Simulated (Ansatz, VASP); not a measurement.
# WC in VASP and in Ansatz

```
W C
1.0
     0.00000    2.19268    2.19268
     2.19268    0.00000    2.19268
     2.19268    2.19268    0.00000
W C
1 1
Direct
  0.00000 0.00000 0.00000
  0.50000 0.50000 0.50000
```

Alike in both runs: functional HSE06; k mesh 5 × 5 × 5; occupations fermi-dirac, width 0.05 eV; no spin polarisation.

|  | VASP | Ansatz |
| --- | --- | --- |
| version | VASP 6.6.1 | Ansatz 0.2.0 |
| potentials or method | VASP PAW PBE potentials, release 64 (W_sv, C) | Ansatz PAW |
| plane-wave cutoff (eV) | 520 | 420 |
| valence electrons in the cell | 18 | 18 |
| task | single point | band structure |

Ansatz gave:

```
gap on the k mesh at the Fermi level (eV) : none
pressure (GPa)                            : -11.6
```

Problem. Which values does VASP return?

Solution. gap on the k mesh at the Fermi level (eV): none; pressure (GPa): -11.3.

A gap of «none» marks a metal or a gap that the smearing closes. With one functional, cell and mesh, what is left measures potentials, basis and numerics.

The k mesh is coarse, so the values compare programs but aren't converged. Neither program's run includes spin-orbit coupling.
